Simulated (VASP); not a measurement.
Here is a VASP 6.6.1 calculation.

File INCAR:

```
PREC = Accurate
ENCUT = 520
EDIFF = 1E-6
ISMEAR = 0
SIGMA = 0.1
LREAL = False
LASPH = True
NELM = 60
ALGO = Fast
ISIF = 2
LWAVE = False
LCHARG = False
GGA = PS
NBANDS = 12
```

KPOINTS

```
regular mesh
0
Gamma
  18 18 18
```

The input POSCAR:

```
In
1.0
   -1.6164418845      1.6164418845      2.4220712685
    1.6164418845     -1.6164418845      2.4220712685
    1.6164418845      1.6164418845     -2.4220712685
In
1
Direct
    0.0000000000      0.0000000000      0.0000000000
```

Potentials or basis: VASP PAW PBE potentials, release 64 (In_d).

The run is started by

```sh
$ cat potpaw_PBE.64/In_d/POTCAR > POTCAR
$ mpirun -np 1 vasp_std > vasp.out
```

Task: Predict the pressure.

Result: 0.5 GPa.

Caveat: the cell differs from its parent crystal (functional PBEsol, strained); the PAW data sets were made with another functional, which shifts forces and pressure a little.
